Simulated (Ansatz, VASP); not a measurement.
One calculation of SnO2, two programs

File INCAR:

```
PREC = Accurate
ENCUT = 520
EDIFF = 1E-7
ISMEAR = 0
SIGMA = 0.02
LREAL = F
LASPH = T
NELM = 60
ALGO = Normal
ISIF = 2
LWAVE = F
LCHARG = F
GGA = PS
NBANDS = 35
```

KPOINTS

```
regular mesh
0
Gamma
  6 6 8
```

Contents of POSCAR:

```
SnO2
1.0
    4.4825381852      0.0000000000      0.0000000000
    0.0000000000      4.4838618572      0.0000000000
    0.0000000000      0.0000000000      3.3845102212
Sn O
2 4
Direct
    0.5000000000      0.5000000000      0.5000000000
    0.0000000000      0.0000000000      0.0000000000
    0.3091881029      0.3093650079      0.0000000000
    0.8091881029      0.1906349921      0.5000000000
    0.1908118971      0.8093650079      0.5000000000
    0.6908118971      0.6906349921      0.0000000000
```

Input for Ansatz:

```yaml
crystal:
  lattice:
    - [4.4825381852, 0.0, 0.0]
    - [0.0, 4.4838618572, 0.0]
    - [0.0, 0.0, 3.3845102212]
  atoms:
    - { symbol: Sn, position: [0.5, 0.5, 0.5] }
    - { symbol: Sn, position: [0.0, 0.0, 0.0] }
    - { symbol: O, position: [0.3091881029, 0.3093650079, 0.0] }
    - { symbol: O, position: [0.8091881029, 0.1906349921, 0.5] }
    - { symbol: O, position: [0.1908118971, 0.8093650079, 0.5] }
    - { symbol: O, position: [0.6908118971, 0.6906349921, 0.0] }
kpoints:
  mp_grid: { grid: [6, 6, 8] }
hamiltonian:
  xc: pbesol
  pseudopotentials: { kind: paw, source: ansatz }
scf:
  occupations: { method: gaussian, width: 0.02 }
  eigensolver: { kind: davidson }
output:
  forces: true
  eigenvalues: true
  stress: true
```

Alike in both runs: task single point; functional PBEsol; k mesh 6 × 6 × 8; occupations gaussian, width 0.02 eV; no spin polarisation.

```csv
,VASP,Ansatz
version,VASP 6.6.1,Ansatz 0.2.0
potentials or method,"VASP PAW PBE potentials, release 64 (Sn_d, O)","scalar-relativistic, plane waves"
plane-wave cutoff (eV),520,930
valence electrons in the cell,52,68
```

```csv
,VASP,Ansatz,Ansatz less VASP
gap on the k mesh at the Fermi level (eV),1.50,1.51,+0.008
pressure (GPa),14.2,13.4,-0.81
"traceless stress, the component that is largest in VASP (GPa)",-13.28,-13.42,-0.139
```

VASP's potentials were made for PBE, not for PBEsol. VASP's potentials hold 52 valence electrons a cell and Ansatz's 68, so a difference there can come from the potentials and not from the codes.
